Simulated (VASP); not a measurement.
# H12C11O16: single point with PBE+D3(BJ)

The system is H12C11O16.

```
C O H
1.0
     9.14817    0.00000    0.00000
     0.00000    9.14817    0.00000
     0.00000    0.00000    9.14817
C O H
11 16 12
Direct
  0.66461 0.45706 0.62055
  0.84269 0.98554 0.12077
  0.49245 0.11236 0.97491
  0.63768 0.75492 0.34321
  0.06485 0.54710 0.38798
  0.19150 0.01711 0.21341
  0.42558 0.09780 0.40243
  0.94220 0.38729 0.06677
  0.28714 0.99394 0.76227
  0.54739 0.53567 0.10147
  0.01392 0.66010 0.98727
  0.78482 0.44249 0.66959
  0.55312 0.47570 0.55848
  0.84233 0.00654 0.24398
  0.83007 0.95003 0.99694
  0.53274 0.05961 0.08244
  0.45055 0.20138 0.88798
  0.75591 0.71432 0.33438
  0.51799 0.80578 0.34403
  0.03111 0.42560 0.35568
  0.08086 0.65731 0.44515
  0.13911 0.08997 0.11292
  0.32468 0.07599 0.48464
  0.82793 0.43373 0.02530
  0.35998 0.87620 0.77424
  0.48789 0.41510 0.13076
  0.07744 0.71860 0.09690
  0.13711 0.03659 0.32182
  0.27051 0.91846 0.21280
  0.53527 0.06356 0.40705
  0.41733 0.18862 0.31236
  0.04960 0.41925 0.02313
  0.93858 0.34681 0.17474
  0.17726 0.99281 0.81695
  0.33216 0.09433 0.71212
  0.54205 0.57283 0.98837
  0.56598 0.63984 0.15841
  0.89951 0.66475 0.99395
  0.06658 0.64615 0.87755
```

* Program: VASP 6.6.1
* Task: single point
* Functional: PBE
* Dispersion: D3(BJ)
* Potentials or basis: VASP PAW PBE potentials, release 64 (C, O, H)
* Cutoff: 520 eV
* k mesh: 1 × 1 × 1
* Occupations: fermi-dirac, width 0.05 eV
* Spin: no spin polarisation
* Dipole correction: no
* Further INCAR settings: LREAL = Auto; ALGO = Normal; EDIFF = 1e-06; NBANDS = 101

| Item | Value |
| --- | --- |
| Pressure | 0.6 GPa |
| Largest force | 4.902 eV/Å |
| Band gap on the k mesh | 2.30 eV |
| Dispersion energy per atom | -0.038 eV |

Forces in eV/Å, atoms in the order of the input:
```
C    1.691  0.064 -0.202
C   -0.616 -1.443 -3.647
C   -1.297  4.206 -1.805
C   -3.608  1.871 -0.018
C   -1.538 -3.635  0.032
C   -1.908 -0.220  0.631
C   -0.935  3.512 -1.720
C    1.031  0.344  1.432
C    1.044 -2.994  0.997
C   -3.040 -1.764 -1.429
C    2.492  3.664  2.097
O   -1.703  0.085 -0.294
O    0.038 -0.152  0.462
O    0.233  1.062  3.350
O    0.387  0.511  0.266
O    0.752 -2.029  1.391
O    0.820 -1.875  0.621
O    2.887 -1.317  0.140
O    0.819 -0.642  0.273
O    0.813  0.840 -0.254
O    0.974  3.074  0.740
O    1.388 -0.802 -0.226
O   -0.189 -0.672  0.304
O   -2.648  0.770 -2.233
O   -1.194  2.609 -0.428
O    1.842  2.592  0.672
O   -0.542 -1.857 -2.395
H    0.621 -0.286 -0.063
H   -0.360  1.205 -0.682
H    1.661 -1.389  0.678
H   -0.279 -0.990  0.613
H    0.502 -0.395 -0.727
H    0.720 -1.658  1.202
H    0.156  0.426 -0.455
H   -0.349 -0.435  0.080
H    0.611 -0.439 -1.166
H    0.366 -0.726  1.598
H   -1.857 -0.637 -0.357
H    0.212 -0.479  0.519
```

Stress tensor (GPa, compression positive):
```
 0.91  0.00  0.35
 0.00 -1.08  0.46
 0.35  0.46  2.01
```

Levels at points of the mesh, in eV from the valence-band top:
| k point | band 73 | band 74 | band 75 | band 76 | band 77 | band 78 | band 79 | band 80 |
| --- | --- | --- | --- | --- | --- | --- | --- | --- |
| (0.00, 0.00, 0.00) | -0.53 | -0.39 | -0.30 | 0.00 | 2.30 | 2.57 | 2.65 | 3.17 |

Run time: 120 s on 1 thread of AMD EPYC 7R13 Processor (Zen 3), on a shared host, peak memory 0.64 GiB.

Caveat: the k points lie up to 0.69 Å⁻¹ apart.
